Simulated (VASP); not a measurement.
# Pb (Im-3m) in VASP: notebook

Pb is run at these levels: r2SCAN, LDA; tasks: single point.

Everything below comes from runs of VASP 6.6.1. Logs are shortened: lines on timing, memory, paths and dates and some standing lists are left out, and cuts for length are marked.

## Step 1: The cell of the first run

It takes space group Im-3m (No. 229, cubic). The conventional cell has a = 4.011 Å, b = 4.011 Å, c = 4.011 Å, α = 90.00°, β = 90.00°, γ = 90.00°. Within 4.6 Å of Pb (site symmetry m-3m) lie 14 Pb at 3.47 to 4.01 Å.

This isn't the form of Pb at room conditions, which is fcc.

## Step 2: Single point, r2SCAN

POSCAR reads:

```
Pb
1.0
   -2.0057107064      2.0057107064      2.0057107064
    2.0057107064     -2.0057107064      2.0057107064
    2.0057107064      2.0057107064     -2.0057107064
Pb
1
Direct
    0.0000000000      0.0000000000      0.0000000000
```

INCAR.step1 reads:

```
PREC     = Accurate       # precision mode
ENCUT    = 520            # plane-wave cutoff, eV
ISMEAR   = -1             # smearing method
SIGMA    = 0.05           # smearing width, eV
LREAL    = False          # projectors in reciprocal space
LASPH    = True           # aspherical terms in the spheres
NELM     = 60             # most SCF steps
NBANDS   = 13             # bands
GGA      = PE             # functional
ALGO     = Normal         # electronic algorithm
EDIFF    = 1E-4           # SCF threshold, eV
LWAVE    = True           # write WAVECAR
LCHARG   = False          # write CHGCAR
```

INCAR.step2 reads:

```
PREC     = Accurate       # precision mode
ENCUT    = 520            # plane-wave cutoff, eV
EDIFF    = 1E-6           # SCF threshold, eV
ISMEAR   = -1             # smearing method
SIGMA    = 0.05           # smearing width, eV
LREAL    = False          # projectors in reciprocal space
LASPH    = True           # aspherical terms in the spheres
NELM     = 60             # most SCF steps
ALGO     = Normal         # electronic algorithm
ISIF     = 2              # what is computed and relaxed
LWAVE    = False          # write WAVECAR
LCHARG   = False          # write CHGCAR
METAGGA  = R2SCAN         # meta-GGA
LMIXTAU  = True         
NBANDS   = 13             # bands
ISTART   = 1
```

KPOINTS reads:

```
Automatic mesh
0
Gamma
  9 9 9
```

Potentials or basis: VASP PAW PBE potentials, release 64 (Pb_d).

On the command line:

```
> cat potpaw_PBE.64/Pb_d/POTCAR > POTCAR
> cp INCAR.step1 INCAR
> mpirun -np 1 vasp_std > vasp.out
> cp INCAR.step2 INCAR
> mpirun -np 1 vasp_std > vasp.out
```

OUTCAR:

```text
PREC = Accurate
   ENCUT = 520
   EDIFF = 1E-6
   ISMEAR = -1
   LREAL = False
   LASPH = True
   NELM = 60
   ISIF = 2
   METAGGA = R2SCAN
   ISTART = 1

 ion  position               nearest neighbor table
   1  0.000  0.000  0.000-

  LATTYP: Found a body centered cubic cell.
 ALAT       =     4.0114214128

  Lattice vectors:

 A1 = (  -2.0057107064,   2.0057107064,   2.0057107064)
 A2 = (   2.0057107064,  -2.0057107064,   2.0057107064)
 A3 = (   2.0057107064,   2.0057107064,  -2.0057107064)

Analysis of symmetry for initial positions (statically):
=====================================================================
 Subroutine PRICEL returns:
 Original cell was already a primitive cell.

 Routine SETGRP: Setting up the symmetry group for a
 body centered cubic supercell.

 Subroutine GETGRP returns: Found 48 space group operations
 (whereof 48 operations were pure point group operations)
 out of a pool of 48 trial point group operations.

The static configuration has the point symmetry O_h .

Analysis of symmetry for dynamics (positions and initial velocities):
=====================================================================
 Subroutine PRICEL returns:
 Original cell was already a primitive cell.

 Routine SETGRP: Setting up the symmetry group for a
 body centered cubic supercell.

 Subroutine GETGRP returns: Found 48 space group operations
 (whereof 48 operations were pure point group operations)
 out of a pool of 48 trial point group operations.

The dynamic configuration has the point symmetry O_h .

 Subroutine INISYM returns: Found 48 space group operations
 (whereof 48 operations are pure point group operations),
 and found     1 'primitive' translations

----------------------------------------------------------------------------------------

                                     Primitive cell

  volume of cell :      32.2749

  direct lattice vectors                    reciprocal lattice vectors
    -2.005710706  2.005710706  2.005710706     0.000000000  0.249288194  0.249288194
     2.005710706 -2.005710706  2.005710706     0.249288194  0.000000000  0.249288194
     2.005710706  2.005710706 -2.005710706     0.249288194  0.249288194  0.000000000

  length of vectors
     3.473992849  3.473992849  3.473992849     0.352546745  0.352546745  0.352546745

  position of ions in fractional coordinates (direct lattice)
     0.000000000  0.000000000  0.000000000

  ion indices of the primitive-cell ions
   primitive index   ion index
                 1           1

----------------------------------------------------------------------------------------

 KPOINTS: Automatic mesh

Automatic generation of k-mesh.
 Grid dimensions read from file:
 generate k-points for:    9    9    9

 Generating k-lattice:

  Cartesian coordinates                     Fractional coordinates (reciprocal lattice)
     0.000000000  0.027698688  0.027698688     0.111111111  0.000000000  0.000000000
     0.027698688  0.000000000  0.027698688     0.000000000  0.111111111  0.000000000
     0.027698688  0.027698688  0.000000000     0.000000000  0.000000000  0.111111111

  Length of vectors
     0.039171861  0.039171861  0.039171861

  Shift w.r.t. Gamma in fractional coordinates (k-lattice)
     0.000000000  0.000000000  0.000000000

 Subroutine IBZKPT returns following result:
 ===========================================

 Found     35 irreducible k-points:

 Following reciprocal coordinates:
            Coordinates               Weight
  0.000000  0.000000  0.000000      1.000000
  0.111111  0.000000  0.000000     12.000000
  0.222222  0.000000  0.000000     12.000000
  0.333333  0.000000  0.000000     12.000000
  0.444444  0.000000  0.000000     12.000000
  0.111111  0.111111  0.000000     24.000000
[... 16 lines left out ...]
 -0.333333  0.444444  0.111111     48.000000
 -0.444444 -0.444444  0.111111     24.000000
 [... further k-points ...]
   k-points           NKPTS =     35   k-points in BZ     NKDIM =     35   number of bands    NBANDS=     13
   number of dos      NEDOS =    301   number of ions     NIONS =      1
   total plane-waves  NPLWV =  21952
   dimension x,y,z NGX =    28 NGY =   28 NGZ =   28
   dimension x,y,z NGXF=    56 NGYF=   56 NGZF=   56
   ions per type =               1
   NGX,Y,Z   is equivalent  to a cutoff of  13.40, 13.40, 13.40 a.u.
   NGXF,Y,Z  is equivalent  to a cutoff of  26.80, 26.80, 26.80 a.u.
 SYSTEM =  unknown system
   PREC   = accura    normal or accurate (medium, high low for compatibility)
   ISTART =      1    job   : 0-new  1-cont  2-samecut
   ICHARG =      0    charge: 1-file 2-atom 10-const
   ISPIN  =      1    spin polarized calculation?
   LNONCOLLINEAR =      F non collinear calculations
   LSORBIT =      F    spin-orbit coupling
   LASPH  =      T    aspherical Exc in radial PAW
   ENCUT  =  520.0 eV  38.22 Ry    6.18 a.u.   6.46  6.46  6.46*2*pi/ulx,y,z
   NELM   =     60;   NELMIN=  2; NELMDL=  0     # of ELM steps
   EDIFF  = 0.1E-05   stopping-criterion for ELM
   LREAL  =      F    real-space projection
   EDIFFG = 0.1E-04   stopping-criterion for IOM
   NSW    =      0    number of steps for IOM
   IBRION =     -1    ionic relax: 0-MD 1-quasi-New 2-CG
   NFREE  =      0    steps in history (QN), initial steepest desc. (CG)
   ISIF   =      2    stress and relaxation
   ISYM   =      2    0-nonsym 1-usesym 2-fastsym
   POTIM  = 0.5000    time-step for ionic-motion
   TEBEG  =    0.0;   TEEND  =   0.0 temperature during run
   PSTRESS=    0.0 pullay stress
   NELECT =      14.0000    total number of electrons
   NUPDOWN=      -1.0000    fix difference up-down
   EMIN   =  10.00;   EMAX   =-10.00  energy-range for DOS
   EFERMI =   0.00;   METHOD = LEGACY
   ISMEAR =    -1;   SIGMA  =   0.05  broadening in eV -4-tet -1-fermi 0-gaus
   EFERMI_NEDOS =   21; number of points for ismear=-14 and -15
   IALGO  =     38    algorithm
   IMIX   =      4    mixing-type and parameters
     AMIX     =   0.40;   BMIX     =  1.00
     AMIX_MAG =   1.60;   BMIX_MAG =  1.00
  volume/ion in A,a.u.               =      32.27       217.80
  Fermi-wavevector in a.u.,A,eV,Ry     =   1.239260  2.341862 20.895368  1.535766
  Thomas-Fermi vector in A             =   2.373751
   LORBIT       =      0    0 simple, 1 ext, 2 COOP (PROOUT), +10 PAW based schemes
   METAGGA = R2SCAN    functional components
   LHFCALC =     F    Hartree Fock is set to
   AEXX    =    0.0000 exact exchange contribution
   IVDW    =     0    specifies the selected vdW correction
   LEPSILON=     F    determine dielectric tensor
   LRPA    =     F    only Hartree local field effects (RPA)
 non-spin polarized calculation
  energy-cutoff  :      520.00
  volume of cell :       32.27
 maximum number of plane-waves:       897
 NGX is ok and might be reduce to    28
   NGX = 13   NGY = 13   NGZ = 13

 number of electron      13.9999997 magnetization

 Free energy of the ion-electron system (eV)
  ---------------------------------------------------
  ext. energy  EPLUGINS =         0.00000000
  ---------------------------------------------------
  free energy    TOTEN  =       -56.21546860 eV

  energy without entropy =      -56.20850100  energy(sigma->0) =      -56.21198480

 E-fermi :   6.5963     XC(G=0): -10.5925

 val. band max:        6.5132381668   @ k =   0.3333   0.2222   0.0000
 cond. band min:       6.6689772996   @ k =  -0.2222   0.3333   0.1111
 fundamental gap:      0.1557391329
 Fermi energy:         6.5963238182

 k-point     1 :       0.0000    0.0000    0.0000
  band No.  band energies     occupation
      1     -11.2051      2.00000
      2     -11.2051      2.00000
      3     -11.2051      2.00000
      4     -10.9886      2.00000
      5     -10.9886      2.00000
      6      -5.3345      2.00000
      7      13.9144      0.00000
      8      13.9144      0.00000
      9      13.9144      0.00000
     10      18.3213      0.00000
     11      18.3213      0.00000
     12      18.3213      0.00000
     13      18.3979      0.00000

 k-point     2 :       0.1111    0.0000    0.0000
  band No.  band energies     occupation
      1     -11.2138      2.00000
      2     -11.1940      2.00000
      3     -11.1659      2.00000
      4     -10.9981      2.00000
      5     -10.9897      2.00000
      6      -5.0876      2.00000
      7      11.7741      0.00000
      8      13.1619      0.00000
      9      13.6386      0.00000
     10      16.8962      0.00000
     11      17.5662      0.00000
     12      18.1144      0.00000
     13      19.6186      0.00000

 k-point     3 :       0.2222    0.0000    0.0000
  band No.  band energies     occupation
      1     -11.2357      2.00000
      2     -11.1756      2.00000
      3     -11.0647      2.00000
      4     -11.0154      2.00000
      5     -10.9924      2.00000
      6      -4.3524      2.00000
      7       8.3966      0.00000
      8      11.7809      0.00000
      9      12.9482      0.00000
     10      15.5713      0.00000
     11      16.6570      0.00000
     12      18.4266      0.00000
     13      20.3821      0.00000
[... 305 lines left out ...]
 k-point    23 :      -0.3333    0.4444    0.1111
  band No.  band energies     occupation
      1     -11.1946      2.00000
      2     -11.1402      2.00000
      3     -11.0509      2.00000
      4     -11.0219      2.00000
      5     -10.9122      2.00000
      6      -1.9450      2.00000
      7       4.5353      2.00000
      8       7.6214      0.00000
      9      11.1733      0.00000
     10      15.4079      0.00000
     11      16.4343      0.00000
     12      19.6606      0.00000
     13      19.8895      0.00000

 k-point    24 :      -0.4444   -0.4444    0.1111
  band No.  band energies     occupation
      1     -11.1998      2.00000
      2     -11.1479      2.00000
      3     -11.0613      2.00000
      4     -11.0050      2.00000
      5     -10.8796      2.00000
      6      -1.1788      2.00000
      7       3.3854      2.00000
      8       7.2362      0.00001
      9      11.0767      0.00000
     10      15.6386      0.00000
     11      17.1065      0.00000
     12      18.0156      0.00000
     13      19.6951      0.00000

 [... further k-points ...]
[... 5 lines left out ...]
  --------------------------------------------------------------------------------------
  -------------------------------------------------------------------------------------
  Total       -0.3819069     -0.3819069     -0.3819069      0.0000000     -0.0000000      0.0000000
  in kB      -18.9584692    -18.9584692    -18.9584692      0.0000000     -0.0000000      0.0000000
  external PRESSURE =     -18.9584692 kB  Pullay stress =       0.0000000 kB

 VOLUME and BASIS-vectors are now :
 -----------------------------------------------------------------------------
  energy-cutoff  :      520.00
  volume of cell :       32.27
      direct lattice vectors                 reciprocal lattice vectors
    -2.005710706  2.005710706  2.005710706     0.000000000  0.249288194  0.249288194
     2.005710706 -2.005710706  2.005710706     0.249288194  0.000000000  0.249288194
     2.005710706  2.005710706 -2.005710706     0.249288194  0.249288194  0.000000000

 POSITION                                       TOTAL-FORCE (eV/Angst)
 -----------------------------------------------------------------------------------
      0.00000      0.00000      0.00000         0.000000     -0.000000      0.000000
 -----------------------------------------------------------------------------------
    total drift:                               -0.000000     -0.000000     -0.000000

  FREE ENERGIE OF THE ION-ELECTRON SYSTEM (eV)
  ---------------------------------------------------
  free  energy   TOTEN  =       -56.2154685982 eV

  energy  without entropy=      -56.2085010006  energy(sigma->0) =      -56.21198480
```

Wall time 66 s (1 thread of Intel Xeon 8259CL, shared host); peak memory 0.17 GiB.

What came out:

* Free energy: -56.2155 eV
* Pressure: -1.9 GPa
* Band gap on the k mesh: zero (bands 7 and 8 overlap by 9.34 eV)

Levels at points of the mesh, in eV from the Fermi level:
```
           k point  band 4  band 5  band 6  band 7  band 8  band 9  band 10  band 11
(0.00, 0.00, 0.00)  -17.58  -17.58  -11.93    7.32    7.32    7.32    11.72    11.72
```

Caveat: the PAW data sets were made with another functional, which shifts forces and pressure a little; spin-orbit coupling is left out, which moves the levels of the heavy elements.

## Step 3: Single point, r2SCAN

This run uses another cell than the first one, of 32.90 Å³/atom.

POSCAR reads:

```
Pb
1.0
   -2.0184862782      2.0184862782      2.0184862782
    2.0184862782     -2.0184862782      2.0184862782
    2.0184862782      2.0184862782     -2.0184862782
Pb
1
Direct
    0.0000000000      0.0000000000      0.0000000000
```

INCAR.step1 reads:

```
SYSTEM = Pb
PREC = Accurate ; ENCUT = 520
ISMEAR = -1 ; SIGMA = 0.05
LREAL = .FALSE. ; LASPH = .TRUE.
NELM = 80 ; NBANDS = 13
GGA = PE ; ALGO = Normal
EDIFF = 1E-4 ; LWAVE = .TRUE.
LCHARG = .FALSE.
```

INCAR.step2 reads:

```
SYSTEM = Pb
PREC = Accurate ; ENCUT = 520
EDIFF = 1E-6 ; ISMEAR = -1
SIGMA = 0.05 ; LREAL = .FALSE.
LASPH = .TRUE. ; NELM = 80
ALGO = Normal ; ISIF = 2
LWAVE = .FALSE. ; LCHARG = .FALSE.
METAGGA = R2SCAN ; LMIXTAU = .TRUE.
NBANDS = 13 ; ISTART = 1
```

KPOINTS reads:

```
Automatic mesh
0
G
  9 9 9
  0 0 0
```

Potentials or basis: VASP PAW PBE potentials, release 64 (Pb_d).

On the command line:

```
> cat potpaw_PBE.64/Pb_d/POTCAR > POTCAR
> cp INCAR.step1 INCAR
> mpirun -np 1 vasp_std > vasp.out
> cp INCAR.step2 INCAR
> mpirun -np 1 vasp_std > vasp.out
```

Wall time 88 s (1 thread of Intel Xeon 8259CL, shared host); peak memory 0.17 GiB.

The run converged. Its results:

* Free energy: -56.2073 eV
* Pressure: -2.5 GPa
* Band gap on the k mesh: zero (bands 7 and 8 overlap by 9.13 eV)

Levels at points of the mesh, in eV from the Fermi level:
```tsv
k point	band 4	band 5	band 6	band 7	band 8	band 9	band 10	band 11
(0.00, 0.00, 0.00)	-17.57	-17.57	-11.80	7.16	7.16	7.16	11.52	11.70
```

Caveat: the PAW data sets were made with another functional, which shifts forces and pressure a little; spin-orbit coupling is left out, which moves the levels of the heavy elements.

## Step 4: Single point, LDA

This run uses another cell than the first one, of 29.17 Å³/atom.

INCAR reads:

```
SYSTEM = Pb
PREC = Accurate ; ENCUT = 520
EDIFF = 1E-7 ; ISMEAR = -1
SIGMA = 0.05 ; LREAL = .FALSE.
LASPH = .TRUE. ; NELM = 60
ALGO = Normal ; ISIF = 2
LWAVE = .FALSE. ; LCHARG = .TRUE.
LELF = .TRUE. ; LVHAR = .TRUE.
NBANDS = 13
```

KPOINTS is that of step 3.

POSCAR reads:

```
Pb
1.0
   -1.9392470115      1.9392470115      1.9392470115
    1.9392470115     -1.9392470115      1.9392470115
    1.9392470115      1.9392470115     -1.9392470115
Pb
1
Direct
    0.0000000000      0.0000000000      0.0000000000
```

Potentials or basis: VASP PAW LDA potentials, release 64 (Pb_d).

On the command line:

```
> cat potpaw_LDA.64/Pb_d/POTCAR > POTCAR
> mpirun -np 1 vasp_std > vasp.out
```

Run time: 14 s. Hardware: 1 thread of AMD EPYC 7R13, shared host; peak memory 0.11 GiB.

The run converged. Its results:

- Free energy: -4.2055 eV
- Pressure: -0.8 GPa
- Band gap on the k mesh: zero (bands 7 and 8 overlap by 10.07 eV)

Levels at points of the mesh, in eV from the Fermi level:
```tsv
k point	band 4	band 5	band 6	band 7	band 8	band 9	band 10	band 11
(0.00, 0.00, 0.00)	-16.89	-16.89	-12.09	7.87	7.87	7.87	11.17	11.17
```

Caveat: spin-orbit coupling is left out, which moves the levels of the heavy elements.

## Step 5: Single point, LDA

This run uses another cell than the first one, of 29.79 Å³/atom.

INCAR reads:

```
PREC = Accurate
ENCUT = 520
EDIFF = 1E-6
ISMEAR = -1
SIGMA = 0.05
LREAL = False
LASPH = True
NELM = 100
ALGO = Fast
ISIF = 2
LWAVE = False
LCHARG = False
GGA = CA
NBANDS = 13
```

KPOINTS reads:

```
regular mesh
0
Gamma
  9 9 9
```

POSCAR reads:

```
Pb
1.0
   -1.9529041306      1.9529041306      1.9529041306
    1.9529041306     -1.9529041306      1.9529041306
    1.9529041306      1.9529041306     -1.9529041306
Pb
1
Direct
    0.0000000000      0.0000000000      0.0000000000
```

On the command line:

```
> cat potpaw_LDA.64/Pb_d/POTCAR > POTCAR
> mpirun -np 1 vasp_std > vasp.out
```

Wall time 18 s (1 thread of AMD EPYC 7R13, shared host); peak memory 0.11 GiB.

Results (log left out):

* Free energy: -4.2009 eV
* Pressure: -1.7 GPa
* Band gap on the k mesh: zero (bands 7 and 8 overlap by 9.82 eV)

Levels at points of the mesh, in eV from the Fermi level:
| k point | band 4 | band 5 | band 6 | band 7 | band 8 | band 9 | band 10 | band 11 |
| --- | --- | --- | --- | --- | --- | --- | --- | --- |
| (0.00, 0.00, 0.00) | -16.88 | -16.88 | -11.94 | 7.67 | 7.67 | 7.67 | 11.14 | 11.14 |

Caveat: spin-orbit coupling is left out, which moves the levels of the heavy elements.

(Part 1 of 2 ends here.)
